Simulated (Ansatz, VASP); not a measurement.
## One calculation of SiW6, two programs

```
W Si
1.0
     4.46825    0.00000    0.00000
    -2.23413    3.86962    0.00000
     0.00000    0.00000   21.72591
W Si
6 1
Cartesian
  2.2341 1.2899 4.0000
  0.0000 2.5797 4.9121
  0.0000 0.0000 5.8242
  2.2341 1.2899 6.6718
  0.0000 2.5797 7.5323
  0.0000 0.0000 8.3259
  0.0000 2.5797 11.7259
```

Alike in both runs: task single point; functional PBE; dispersion D3(BJ); k mesh 6 × 6 × 1; occupations gaussian, width 0.1 eV; no spin polarisation.

```csv
,VASP,Ansatz
version,VASP 6.6.1,Ansatz 0.2.0
potentials or method,"VASP PAW PBE potentials, release 64 (W_sv, Si), cutoff 520 eV","scalar-relativistic, plane waves, PAW"
valence electrons in the cell,88,88
```

|  | VASP | Ansatz | Ansatz less VASP |
| --- | --- | --- | --- |
| gap on the k mesh at the Fermi level (eV) | none | none | - |
| rms of the force components (eV/Å) | 1.290 | 1.279 | -0.0109 |

Atom by atom the forces differ by 0.021 eV/Å (rms over components). A gap of «none» marks a metal or a gap that the smearing closes. Ansatz's warnings: dispersion switch in reach, vacuum below fermi.

Spin-orbit coupling is off throughout.
